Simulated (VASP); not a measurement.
SO (rock salt type): single point with PBE

SO (rock salt type):

```
S O
1.0
     0.00000    2.27977    2.27977
     2.27977    0.00000    2.27977
     2.27977    2.27977    0.00000
S O
1 1
Direct
  0.00000 0.00000 0.00000
  0.50000 0.50000 0.50000
```

| Property | Result |
| --- | --- |
| Program | VASP 6.6.1 |
| Task | single point |
| Functional | PBE |
| Potentials or basis | VASP PAW PBE potentials, release 64 (S, O) |
| Cutoff | 520 eV |
| k mesh | 14 × 14 × 14 |
| Occupations | fermi-dirac, width 0.0612256 eV |
| Spin | no spin polarisation |
| Dipole correction | no |
| Further INCAR settings | ALGO = Normal; EDIFF = 1e-07; NBANDS = 13 |

The pressure is 5.5 GPa and the band gap on the k mesh is zero (band 6 reaches 8.90 eV, above the bottom of band 7 at 5.70 eV).

Levels at points of the mesh, in eV from the Fermi level:
```tsv
k point	band 4	band 5	band 6	band 7	band 8	band 9
(0.00, 0.00, 0.00)	-4.34	-4.34	1.77	1.77	1.77	9.47
(0.50, 0.00, 0.00)	-3.99	-2.97	-2.05	-0.90	-0.90	9.47
(0.50, 0.50, 0.00)	-6.16	-6.16	2.31	2.31	2.50	5.03
```

Run time: 27 s on 1 thread of AMD EPYC 7R13 Processor (Zen 3), on a shared host, peak memory 0.12 GiB.
